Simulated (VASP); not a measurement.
Input of a VASP 6.6.1 run:

INCAR

```
ALGO = Normal ; EDIFF = 1E-6
ENCUT = 500 ; GGA = PE
GGA_COMPAT = F ; ISIF = 2
ISMEAR = 0 ; LASPH = T
LCHARG = F ; LREAL = F
LWAVE = F ; NBANDS = 39
NELM = 120 ; PREC = Accurate
SIGMA = 0.15
```

File KPOINTS:

```
k-points
0
Gamma
  3 3 1
```

File POSCAR:

```
In2TeBr4
1.0
    5.4275840945      0.0000000000      0.0000000000
   -2.7137920472      4.7004257070      0.0000000000
    0.0000000000      0.0000000000     13.7345598352
In Te Br
2 1 4
Direct
    0.0000000000      0.0000000000      0.1080536889
    0.0000000000      0.0000000000      0.8919463111
    0.0000000000      0.0000000000      0.5000000000
    0.0000000000      0.0000000000      0.6990880810
    0.0000000000      0.0000000000      0.3009119190
    0.3333333333      0.6666666667      0.4999691900
    0.6666666667      0.3333333333      0.5000308100
```

Potentials or basis: VASP PAW PBE potentials, release 64 (In_d, Te, Br).

The run is started by

```bash
$ cat potpaw_PBE.64/In_d/POTCAR potpaw_PBE.64/Te/POTCAR potpaw_PBE.64/Br/POTCAR > POTCAR
$ mpirun -np 1 vasp_std > vasp.out
```

Problem. Estimate the pressure.

Solution. 0.4 GPa.

Problem. What does it give for the band gap on the k mesh?

Solution. Zero (bands 30 and 31 overlap by 1.35 eV).

Problem. Estimate the largest force.

Solution. 0.038 eV/Å.

Stress tensor (GPa, compression positive):
```
0.26 0.00 0.00
0.00 0.26 0.00
0.00 0.00 0.79
```

Caveat: the k points lie up to 0.46 Å⁻¹ apart, too coarse for converged energies and pressures of a metal; spin-orbit coupling is left out, which moves the levels of the heavy elements.
